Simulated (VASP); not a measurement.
Write the native input for VASP 6.6.1 that does the following.

```yaml
Task: single point
Functional: PBE
Potentials_or_basis: VASP PAW PBE potentials, release 64 (Re)
Cutoff: 520 eV
k_mesh: 13 × 13 × 7
Occupations: methfessel-paxton, width 0.03 eV
Spin: no spin polarisation
Dipole_correction: no
Further_INCAR_settings: ALGO = Normal; EDIFF = 1e-06; NBANDS = 14
```

The structure of Re lies in POSCAR:

```
Re
1.0
    2.7768706464      0.0000000000      0.0000000000
   -1.3884353232      2.4048405228      0.0000000000
    0.0000000000      0.0000000000      4.4788142384
Re
2
Direct
    0.3333333333      0.6666666667      0.2500000000
    0.6666666667      0.3333333333      0.7500000000
```

One way to write it, as run:

INCAR

```
SYSTEM = Re
  PREC = Accurate
  ENCUT = 520
  EDIFF = 1E-6
  ISMEAR = 1
  SIGMA = 0.03
  LREAL = .FALSE.
  LASPH = .TRUE.
  NELM = 80
  ALGO = Normal
  ISIF = 2
  LWAVE = .FALSE.
  LCHARG = .FALSE.
  GGA = PE
  NBANDS = 14
```

KPOINTS

```
regular mesh
0
G
  13 13 7
  0 0 0
```

Potentials or basis: VASP PAW PBE potentials, release 64 (Re).

The run is started by

```sh
$ cat potpaw_PBE.64/Re/POTCAR > POTCAR
$ mpirun -np 1 vasp_std > vasp.out
```

Results of the run:

- Pressure: -0.8 GPa
- Band gap on the k mesh: zero (band 7 reaches 8.84 eV, above the bottom of band 8 at 6.14 eV)

Caveat: spin-orbit coupling is left out, which moves the levels of the heavy elements.

Wall time 54 s on 1 thread of Intel(R) Xeon(R) Platinum 8375C CPU @ 2.90GHz (Ice Lake), with other jobs on the host, peak memory 0.17 GiB.
